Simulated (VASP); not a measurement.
Wanted: the native input for a VASP 6.6.1 run.

```
Task                   : single point
Functional             : PBEsol
Potentials or basis    : VASP PAW PBE potentials, release 64 (Mn_pv, S)
Cutoff                 : 520 eV
k mesh                 : 9 × 9 × 9
Occupations            : fermi-dirac, width 0.1 eV
Spin                   : collinear spin, ferromagnetic start
Starting moments       : [4.0, 0.0] μB
Dipole correction      : no
Further INCAR settings : ALGO = Normal; EDIFF = 1e-06; NBANDS = 20
```

The structure of MnS lies in POSCAR:

```
MnS
1.0
    0.0000000000      2.6045000000      2.6045000000
    2.6045000000      0.0000000000      2.6045000000
    2.6045000000      2.6045000000      0.0000000000
Mn S
1 1
Direct
    0.0000000000      0.0000000000      0.0000000000
    0.5000000000      0.5000000000      0.5000000000
```

These files were run (other wordings do the same):

INCAR

```
ALGO = Normal
EDIFF = 1E-6
ENCUT = 520
GGA = PS
ISIF = 2
ISMEAR = -1
ISPIN = 2
LASPH = T
LCHARG = F
LMAXMIX = 4
LORBIT = 11
LREAL = F
LWAVE = F
MAGMOM = 4 0
NBANDS = 20
NELM = 150
PREC = Accurate
SIGMA = 0.1
```

KPOINTS

```
k-points
0
Gamma
  9 9 9
```

Potentials or basis: VASP PAW PBE potentials, release 64 (Mn_pv, S).

Launch:

```console
$ cat potpaw_PBE.64/Mn_pv/POTCAR potpaw_PBE.64/S/POTCAR > POTCAR
$ mpirun -np 1 vasp_std > vasp.out
```

Results of the run:

```json
{
  "Pressure": "-7.4 GPa",
  "Net moment": "4.66 μB per cell",
  "Site moments": "Mn +4.21; S +0.10 μB",
  "Valence electrons inside the program's atomic spheres": "Mn 11.31; S 3.69"
}
```

Caveat: the PAW data sets were made with another functional, which shifts forces and pressure a little; a cell with one magnetic atom can't hold antiferromagnetic order, which such compounds often take.

Wall time 70 s on 1 thread of Intel Xeon 8259CL, with other jobs on the host, peak memory 0.19 GiB.
